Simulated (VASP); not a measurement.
# GaN (P6_3mc) in VASP: settings compared

The runs below take GaN through relaxation of cell and atoms, single point, with r2SCAN, PBE.

Program: VASP 6.6.1. These are calculated values, not measurements. Logs are shortened: lines on timing, memory, paths and dates and some standing lists are left out, and cuts for length are marked.

## 1. The cell of the first run

Symmetry: P6_3mc, No. 186, hexagonal system. The conventional cell has a = 3.218 Å, b = 3.218 Å, c = 5.243 Å, α = 90.00°, β = 90.00°, γ = 120.00°. Ga (site symmetry 3m) has 4 N at 1.97 to 1.98 Å within 2.6 Å. N (site symmetry 3m) has 4 Ga at 1.97 to 1.98 Å within 2.6 Å.

## 2. Relaxation of cell and atoms, r2SCAN

POSCAR reads:

```
GaN
1.0
    3.2183180140      0.0000000000      0.0000000000
   -1.6091590070      2.7871451576      0.0000000000
    0.0000000000      0.0000000000      5.2432518876
Ga N
2 2
Direct
    0.3333333333      0.6666666667     -0.0008524590
    0.6666666667      0.3333333333      0.4991475410
    0.3333333333      0.6666666667      0.3758524590
    0.6666666667      0.3333333333      0.8758524590
```

INCAR.step1 reads:

```
  ALGO = Normal
  EDIFF = 1E-4
  ENCUT = 600
  GGA = PE
  ISMEAR = -1
  LASPH = T
  LCHARG = F
  LREAL = F
  LWAVE = T
  NELM = 60
  PREC = Accurate
  SIGMA = 0.02
```

INCAR.step2 reads:

```
  ALGO = Normal
  EDIFF = 1E-7
  EDIFFG = -0.005
  ENCUT = 600
  IBRION = 2
  ISIF = 3
  ISMEAR = -1
  ISTART = 1
  LASPH = T
  LCHARG = F
  LMIXTAU = T
  LREAL = F
  LWAVE = F
  METAGGA = R2SCAN
  NELM = 60
  NSW = 80
  PREC = Accurate
  SIGMA = 0.02
```

KPOINTS reads:

```
k-points
0
Gamma
  12 12 4
```

Potentials or basis: VASP PAW PBE potentials, release 64 (Ga_d, N).

Command:

```bash
cat potpaw_PBE.64/Ga_d/POTCAR potpaw_PBE.64/N/POTCAR > POTCAR
cp INCAR.step1 INCAR
mpirun -np 1 vasp_std > vasp.out
cp INCAR.step2 INCAR
mpirun -np 1 vasp_std > vasp.out
```

OUTCAR:

```text
EDIFF = 1E-7
   EDIFFG = -0.005
   ENCUT = 600
   IBRION = 2
   ISIF = 3
   ISMEAR = -1
   ISTART = 1
   LASPH = T
   LREAL = F
   METAGGA = R2SCAN
   NELM = 60
   NSW = 80
   PREC = Accurate

 ion  position               nearest neighbor table
   1  0.333  0.667  0.999-   4 1.97   4 1.97   4 1.97   3 1.98
   2  0.667  0.333  0.499-   3 1.97   3 1.97   3 1.97   4 1.98
   3  0.333  0.667  0.376-   2 1.97   2 1.97   2 1.97   1 1.98
   4  0.667  0.333  0.876-   1 1.97   1 1.97   1 1.97   2 1.98

  LATTYP: Found a hexagonal cell.
 ALAT       =     3.2183180140
 C/A-ratio  =     1.6291901126

  Lattice vectors:

 A1 = (   3.2183180140,   0.0000000000,   0.0000000000)
 A2 = (  -1.6091590070,   2.7871451576,   0.0000000000)
 A3 = (   0.0000000000,   0.0000000000,   5.2432518876)

Analysis of symmetry for initial positions (statically):
=====================================================================
 Subroutine PRICEL returns:
 Original cell was already a primitive cell.

 Routine SETGRP: Setting up the symmetry group for a
 hexagonal supercell.

 Subroutine GETGRP returns: Found 12 space group operations
 (whereof  6 operations were pure point group operations)
 out of a pool of 24 trial point group operations.

The static configuration has the point symmetry C_3v.
 The point group associated with its full space group is C_6v.

Analysis of symmetry for dynamics (positions and initial velocities):
=====================================================================
 Subroutine PRICEL returns:
 Original cell was already a primitive cell.

 Routine SETGRP: Setting up the symmetry group for a
 hexagonal supercell.

 Subroutine GETGRP returns: Found 12 space group operations
 (whereof  6 operations were pure point group operations)
 out of a pool of 24 trial point group operations.

The dynamic configuration has the point symmetry C_3v.
 The point group associated with its full space group is C_6v.

 Subroutine INISYM returns: Found 12 space group operations
 (whereof  6 operations are pure point group operations),
 and found     1 'primitive' translations

----------------------------------------------------------------------------------------

                                     Primitive cell

  volume of cell :      47.0315

  direct lattice vectors                    reciprocal lattice vectors
     3.218318014  0.000000000  0.000000000     0.310721313  0.179395034  0.000000000
    -1.609159007  2.787145158  0.000000000     0.000000000  0.358790068  0.000000000
     0.000000000  0.000000000  5.243251888     0.000000000  0.000000000  0.190721335

  length of vectors
     3.218318014  3.218318014  5.243251888     0.358790068  0.358790068  0.190721335

  position of ions in fractional coordinates (direct lattice)
     0.333333333  0.666666667  0.999147541
     0.666666667  0.333333333  0.499147541
     0.333333333  0.666666667  0.375852459
     0.666666667  0.333333333  0.875852459

  ion indices of the primitive-cell ions
   primitive index   ion index
                 1           1
                 2           2
                 3           3
                 4           4

----------------------------------------------------------------------------------------

 KPOINTS: k-points

Automatic generation of k-mesh.
 Grid dimensions read from file:
 generate k-points for:   12   12    4

 Generating k-lattice:

  Cartesian coordinates                     Fractional coordinates (reciprocal lattice)
     0.025893443  0.014949586  0.000000000     0.083333333  0.000000000  0.000000000
     0.000000000  0.029899172  0.000000000     0.000000000  0.083333333  0.000000000
     0.000000000  0.000000000  0.047680334     0.000000000  0.000000000  0.250000000

  Length of vectors
     0.029899172  0.029899172  0.047680334

  Shift w.r.t. Gamma in fractional coordinates (k-lattice)
     0.000000000  0.000000000  0.000000000

 Subroutine IBZKPT returns following result:
 ===========================================

 Found     57 irreducible k-points:

 Following reciprocal coordinates:
            Coordinates               Weight
  0.000000  0.000000  0.000000      1.000000
  0.083333 -0.000000  0.000000      6.000000
  0.166667 -0.000000  0.000000      6.000000
  0.250000 -0.000000  0.000000      6.000000
  0.333333 -0.000000  0.000000      6.000000
  0.416667 -0.000000  0.000000      6.000000
[... 16 lines left out ...]
  0.250000 -0.000000  0.250000     12.000000
  0.333333 -0.000000  0.250000     12.000000
 [... further k-points ...]
   k-points           NKPTS =     57   k-points in BZ     NKDIM =     57   number of bands    NBANDS=     22
   number of dos      NEDOS =    301   number of ions     NIONS =      4
   total plane-waves  NPLWV =  32928
   dimension x,y,z NGX =    28 NGY =   28 NGZ =   42
   dimension x,y,z NGXF=    56 NGYF=   56 NGZF=   84
   ions per type =               2   2
   NGX,Y,Z   is equivalent  to a cutoff of  14.46, 14.46, 13.32 a.u.
   NGXF,Y,Z  is equivalent  to a cutoff of  28.93, 28.93, 26.63 a.u.
 SYSTEM =  unknown system
   PREC   = accura    normal or accurate (medium, high low for compatibility)
   ISTART =      1    job   : 0-new  1-cont  2-samecut
   ICHARG =      0    charge: 1-file 2-atom 10-const
   ISPIN  =      1    spin polarized calculation?
   LNONCOLLINEAR =      F non collinear calculations
   LSORBIT =      F    spin-orbit coupling
   LASPH  =      T    aspherical Exc in radial PAW
   ENCUT  =  600.0 eV  44.10 Ry    6.64 a.u.   6.43  6.43 10.47*2*pi/ulx,y,z
   NELM   =     60;   NELMIN=  2; NELMDL=  0     # of ELM steps
   EDIFF  = 0.1E-06   stopping-criterion for ELM
   LREAL  =      F    real-space projection
   EDIFFG = -.5E-02   stopping-criterion for IOM
   NSW    =     80    number of steps for IOM
   IBRION =      2    ionic relax: 0-MD 1-quasi-New 2-CG
   NFREE  =      1    steps in history (QN), initial steepest desc. (CG)
   ISIF   =      3    stress and relaxation
   ISYM   =      2    0-nonsym 1-usesym 2-fastsym
   POTIM  = 0.5000    time-step for ionic-motion
   TEBEG  =    0.0;   TEEND  =   0.0 temperature during run
   PSTRESS=    0.0 pullay stress
   NELECT =      36.0000    total number of electrons
   NUPDOWN=      -1.0000    fix difference up-down
   EMIN   =  10.00;   EMAX   =-10.00  energy-range for DOS
   EFERMI =   0.00;   METHOD = LEGACY
   ISMEAR =    -1;   SIGMA  =   0.02  broadening in eV -4-tet -1-fermi 0-gaus
   EFERMI_NEDOS =   21; number of points for ismear=-14 and -15
   IALGO  =     38    algorithm
   IMIX   =      4    mixing-type and parameters
     AMIX     =   0.40;   BMIX     =  1.00
     AMIX_MAG =   1.60;   BMIX_MAG =  1.00
  volume/ion in A,a.u.               =      11.76        79.35
  Fermi-wavevector in a.u.,A,eV,Ry     =   1.497543  2.829946 30.512894  2.242634
  Thomas-Fermi vector in A             =   2.609417
   LORBIT       =      0    0 simple, 1 ext, 2 COOP (PROOUT), +10 PAW based schemes
   METAGGA = R2SCAN    functional components
   LHFCALC =     F    Hartree Fock is set to
   AEXX    =    0.0000 exact exchange contribution
   IVDW    =     0    specifies the selected vdW correction
   LEPSILON=     F    determine dielectric tensor
   LRPA    =     F    only Hartree local field effects (RPA)
 conjugate gradient relaxation of ions
 non-spin polarized calculation
  energy-cutoff  :      600.00
  volume of cell :       47.03
 maximum number of plane-waves:      1587
 NGX is ok and might be reduce to    28
   NGX = 13   NGY = 13   NGZ = 21

--------------------------------------- Ionic step        1  -------------------------------------------

 number of electron      36.0000002 magnetization

 Free energy of the ion-electron system (eV)
  ---------------------------------------------------
  ext. energy  EPLUGINS =         0.00000000
  ---------------------------------------------------
  free energy    TOTEN  =       -43.80319138 eV

  energy without entropy =      -43.80319138  energy(sigma->0) =      -43.80319138

------------------------ aborting loop because EDIFF is reached ----------------------------------------

  FORCE on cell =-STRESS in cart. coord.  units (eV):
  Direction    XX          YY          ZZ          XY          YZ          ZX
  --------------------------------------------------------------------------------------
  -------------------------------------------------------------------------------------
  Total       -1.4996346     -1.4996346     -1.5188760     -0.0000000     -0.0000000      0.0000000
  in kB      -51.0865714    -51.0865714    -51.7420509     -0.0000000     -0.0000000      0.0000000
  external PRESSURE =     -51.3050646 kB  Pullay stress =       0.0000000 kB
[... 61 lines left out ...]
  energy  without entropy=      -43.8039638068  energy(sigma->0) =      -43.80396381

--------------------------------------- Ionic step        3  -------------------------------------------

 number of electron      35.9999997 magnetization

 Free energy of the ion-electron system (eV)
  ---------------------------------------------------
  ext. energy  EPLUGINS =         0.00000000
  ---------------------------------------------------
  free energy    TOTEN  =       -43.82473379 eV

  energy without entropy =      -43.82473379  energy(sigma->0) =      -43.82473379

 E-fermi :   5.4479     XC(G=0): -12.6314

 val. band max:        5.0427298584   @ k =   0.0000   0.0000   0.0000
 cond. band min:       7.3480332476   @ k =   0.0000   0.0000   0.0000
 fundamental gap:      2.3053033892
 Fermi energy:         5.4478536795

 k-point     1 :       0.0000    0.0000    0.0000
  band No.  band energies     occupation
      1     -11.7234      2.00000
      2     -10.7342      2.00000
      3      -8.7833      2.00000
      4      -8.7684      2.00000
      5      -8.7684      2.00000
      6      -8.7012      2.00000
[... 574 lines left out ...]
      6      -8.5646      2.00000
[... 14 lines left out ...]
     21      12.8119      0.00000
     22      13.8550      0.00000

 [... further k-points ...]

------------------------ aborting loop because EDIFF is reached ----------------------------------------

  FORCE on cell =-STRESS in cart. coord.  units (eV):
  Direction    XX          YY          ZZ          XY          YZ          ZX
  --------------------------------------------------------------------------------------
  -------------------------------------------------------------------------------------
  Total        0.0133767      0.0133767     -0.0010892      0.0000000      0.0000000      0.0000000
  in kB        0.4686364      0.4686364     -0.0381574      0.0000000      0.0000000      0.0000000
  external PRESSURE =       0.2997051 kB  Pullay stress =       0.0000000 kB
[... 19 lines left out ...]
  FREE ENERGIE OF THE ION-ELECTRON SYSTEM (eV)
  ---------------------------------------------------
  free  energy   TOTEN  =       -43.8247337857 eV

  energy  without entropy=      -43.8247337857  energy(sigma->0) =      -43.82473379

 reached required accuracy - stopping structural energy minimisation
```

It took 9.4 min on 1 thread of AMD EPYC 9R45 (Zen 5), shared host; peak memory 0.21 GiB.

What came out:

| Item | Value |
| --- | --- |
| Free energy | -43.8247 eV |
| Relaxed volume | 11.43 Å³/atom |
| Relaxed cell | a = 3.189 Å, b = 3.189 Å, c = 5.194 Å, α = 90.00°, β = 90.00°, γ = 120.00° |
| Space group after relaxing (to 0.1 Å) | P6_3mc (No. 186) |
| Energy gained by relaxing | 5.4 meV/atom |
| Ionic steps | 3 |
| Pressure after relaxing | 0.0 GPa |
| Band gap on the k mesh | 2.31 eV |

Forces on the atoms (eV/Å):
```
Ga   0.000  0.000  0.002
Ga   0.000  0.000  0.002
N    0.000  0.000 -0.002
N    0.000  0.000 -0.002
```

The path:
```tsv
step	energy change (eV)	largest force (eV/Å)	pressure (GPa)	volume (Å³)
1	0.0000	0.0091	-5.13	47.03
2	-0.0008	0.0165	5.63	44.51
3	-0.0215	0.0021	0.03	45.73
```

Final structure:
```xyz
4
Lattice="3.1885 0.0000 0.0000 -1.5943 2.7613 0.0000 0.0000 0.0000 5.1941" Properties=species:S:1:pos:R:3 pbc="T T T"
Ga    0.0000    1.8409    5.1895
Ga    1.5943    0.9205    2.5924
N     0.0000    1.8409    1.9524
N     1.5943    0.9205    4.5495
```

Levels at points of the mesh, in eV from the valence-band top:
| k point | band 14 | band 15 | band 16 | band 17 | band 18 | band 19 | band 20 | band 21 | band 22 |
| --- | --- | --- | --- | --- | --- | --- | --- | --- | --- |
| (0.00, 0.00, 0.00) | -1.06 | -1.06 | -0.04 | 0.00 | 0.00 | 2.31 | 4.78 | 9.92 | 10.56 |
| (0.50, 0.00, 0.00) | -5.38 | -4.27 | -2.82 | -2.22 | -1.03 | 5.57 | 6.09 | 6.53 | 9.30 |
| (0.00, 0.00, 0.50) | -3.92 | -0.54 | -0.54 | -0.54 | -0.54 | 4.73 | 4.73 | 9.15 | 9.15 |
| (0.50, 0.00, 0.50) | -6.69 | -1.99 | -1.99 | -1.94 | -1.94 | 4.87 | 4.87 | 8.38 | 8.38 |

Caveat: the PAW data sets were made with another functional, which shifts forces and pressure a little.

## 3. Single point, PBE

This run uses another cell than the first one, of 11.37 Å³/atom.

INCAR reads:

```
PREC = Accurate
ENCUT = 520
EDIFF = 1E-6
ISMEAR = 0
SIGMA = 0.01
LREAL = F
LASPH = T
NELM = 80
ALGO = Normal
ISIF = 2
LWAVE = F
LCHARG = F
GGA = PE
NBANDS = 26
```

KPOINTS reads:

```
regular mesh
0
Gamma
  6 6 4
```

POSCAR reads:

```
GaN
1.0
    3.1831494038      0.0000000000      0.0000000000
   -1.5915747019      2.7566882477      0.0000000000
    0.0000000000      0.0000000000      5.1836255107
Ga N
2 2
Direct
    0.3333333333      0.6666666667     -0.0008868064
    0.6666666667      0.3333333333      0.4991131936
    0.3333333333      0.6666666667      0.3758868064
    0.6666666667      0.3333333333      0.8758868064
```

Potentials or basis: VASP PAW PBE potentials, release 64 (Ga_d, N).

Command:

```bash
cat potpaw_PBE.64/Ga_d/POTCAR potpaw_PBE.64/N/POTCAR > POTCAR
mpirun -np 1 vasp_std > vasp.out
```

Run time: 28 s. Hardware: 1 thread of Intel Xeon 8259CL, shared host; peak memory 0.17 GiB.

It converged, with:

```yaml
Free_energy: -24.2928 eV
Pressure: 6.3 GPa
Largest_force: 0.004 eV/Å
Band_gap_on_the_k_mesh: 1.94 eV
```

Forces in eV/Å, atoms in the order of the input:
```
Ga   0.000  0.000  0.004
Ga   0.000  0.000  0.004
N    0.000  0.000 -0.004
N    0.000  0.000 -0.004
```

Levels at points of the mesh, in eV from the valence-band top:
```csv
k point,band 16,band 17,band 18,band 19,band 20,band 21
"(0.00, 0.00, 0.00)",-0.04,0.00,0.00,1.94,4.28,9.22
"(0.50, 0.00, 0.00)",-2.75,-2.21,-1.00,5.08,5.59,6.06
"(0.00, 0.00, 0.50)",-0.53,-0.53,-0.53,4.27,4.27,8.49
"(0.50, 0.00, 0.50)",-1.95,-1.90,-1.90,4.42,4.42,7.79
```

Caveat: the cell stands under pressure.
